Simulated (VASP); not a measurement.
Os: single point with PBE

Crystal: Os.

```
Os
1.0
     2.73410    0.00000    0.00000
    -1.36705    2.35596    0.00000
     0.00000    0.00000    4.31970
Os
2
Cartesian
  0.0000 1.5706 1.0799
  1.3670 0.7853 3.2398
```

This cell differs from its parent crystal: strain -0.0050 x Voigt [0, 1, 0, 0, 0, 0].

```json
{
  "Program": "VASP 6.6.1",
  "Task": "single point",
  "Functional": "PBE",
  "Potentials or basis": "VASP PAW PBE potentials, release 64 (Os)",
  "Cutoff": "520 eV",
  "k mesh": "18 × 18 × 12",
  "Occupations": "gaussian, width 0.15 eV",
  "Spin": "no spin polarisation",
  "Dipole correction": "no",
  "Further INCAR settings": "ALGO = Fast; EDIFF = 1e-07; NBANDS = 15"
}
```

```
Pressure               : 11.0 GPa
Largest force          : 0.013 eV/Å
Band gap on the k mesh : zero (bands 8 and 9 overlap by 4.00 eV)
```

Forces in eV/Å, atoms in the order of the input:
```
Os   0.000 -0.013  0.000
Os   0.000  0.013  0.000
```

Stress tensor (GPa, compression positive):
```
 9.94  0.00  0.00
 0.00 12.79  0.00
 0.00  0.00 10.18
```

Levels at points of the mesh, in eV from the Fermi level:
| k point | band 4 | band 5 | band 6 | band 7 | band 8 | band 9 | band 10 | band 11 | band 12 | band 13 |
| --- | --- | --- | --- | --- | --- | --- | --- | --- | --- | --- |
| (0.00, 0.00, 0.00) | -3.03 | -2.86 | -2.29 | -2.19 | -1.57 | -1.54 | -0.01 | 1.68 | 1.71 | 9.10 |
| (0.50, 0.00, 0.00) | -3.55 | -2.93 | -2.62 | -1.94 | 2.06 | 2.62 | 2.73 | 4.44 | 5.75 | 9.37 |
| (0.00, 0.50, 0.00) | -3.61 | -2.90 | -2.61 | -1.88 | 2.09 | 2.64 | 2.71 | 4.48 | 5.80 | 9.44 |
| (0.00, 0.00, 0.50) | -3.62 | -3.32 | -3.32 | -3.23 | -3.23 | 0.88 | 0.88 | 0.91 | 0.91 | 13.75 |
| (0.50, 0.00, 0.50) | -5.40 | -1.20 | -1.20 | -0.18 | -0.18 | 2.40 | 2.40 | 3.32 | 3.32 | 9.18 |
| (0.00, 0.50, 0.50) | -5.39 | -1.25 | -1.25 | -0.15 | -0.15 | 2.42 | 2.42 | 3.34 | 3.34 | 9.25 |

Wall time 2.3 min on 1 thread of Intel(R) Xeon(R) Platinum 8488C (Sapphire Rapids), on a shared host, peak memory 0.33 GiB.

Caveat: the cell differs from its parent crystal (strain -0.0050 x Voigt [0, 1, 0, 0, 0, 0]); the cell stands under pressure; spin-orbit coupling is left out, which moves the levels of the heavy elements.
